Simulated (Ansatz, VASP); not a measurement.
Hg in VASP and in Ansatz

```xyz
1
Lattice="2.0784 1.2000 1.9747 -2.0784 1.2000 1.9747 0.0000 -2.3999 1.9747" Properties=species:S:1:pos:R:3 pbc="T T T"
Hg   -2.0784    1.2000    1.9747
```

Alike in both runs: task single point; functional PBE; k mesh 10 × 10 × 10; no spin polarisation.

```csv
,VASP,Ansatz
version,VASP 6.6.1,Ansatz 0.2.0
potentials or method,"VASP PAW PBE potentials, release 64 (Hg), cutoff 520 eV","plane waves (420 eV) with PAW, scalar-relativistic"
occupations,"methfessel-paxton of order 1, width 0.2 eV","cold, width 0.2 eV"
valence electrons in the cell,12,20
```

```tsv
	VASP	Ansatz	Ansatz less VASP
pressure (GPa)	0.1	0.0	-0.12
traceless stress, the component that is largest in VASP (GPa)	-0.17	-0.15	+0.021
```

VASP's potentials hold 12 valence electrons a cell and Ansatz's 20, so a difference there can come from the potentials and not from the codes.

Spin-orbit coupling is off throughout.
